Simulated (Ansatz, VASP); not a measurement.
One calculation of MoS2, two programs

```
CELL_PARAMETERS angstrom
3.17322 0.00000 0.00000
-1.58661 2.74809 0.00000
0.00000 0.00000 12.43920
ATOMIC_POSITIONS crystal
Mo 0.66667 0.33333 0.25000
Mo 0.33333 0.66667 0.75000
S 0.66667 0.33333 0.62493
S 0.33333 0.66667 0.37507
S 0.66667 0.33333 0.87507
S 0.33333 0.66667 0.12493
```

Alike in both runs: functional r2SCAN; dispersion rVV10; k mesh 12 × 12 × 2; occupations gaussian, width 0.02 eV; no spin polarisation.

Ansatz relaxed the structure, and its values are those at the end. VASP's run is a single point on that final structure, the one shown.

|  | VASP | Ansatz |
| --- | --- | --- |
| version | VASP 6.6.1 | Ansatz 0.2.0 |
| potentials or method | VASP PAW PBE potentials, release 64 (Mo_sv, S), cutoff 520 eV | scalar-relativistic, plane waves, PAW |
| valence electrons in the cell | 52 | 52 |

VASP gave:

| Quantity | Value |
| --- | --- |
| gap on the k mesh at the Fermi level (eV) | 1.04 |
| least direct gap on the mesh (eV) | 1.75 |
| pressure (GPa) | 0.2 |
| rms of the force components (eV/Å) | 0.006 |

Problem. Estimate Ansatz's values.

Solution. gap on the k mesh at the Fermi level (eV): 1.02; least direct gap on the mesh (eV): 1.74; pressure (GPa): 0.0; rms of the force components (eV/Å): 0.000.

VASP's potentials were made for PBE, not for r2SCAN.
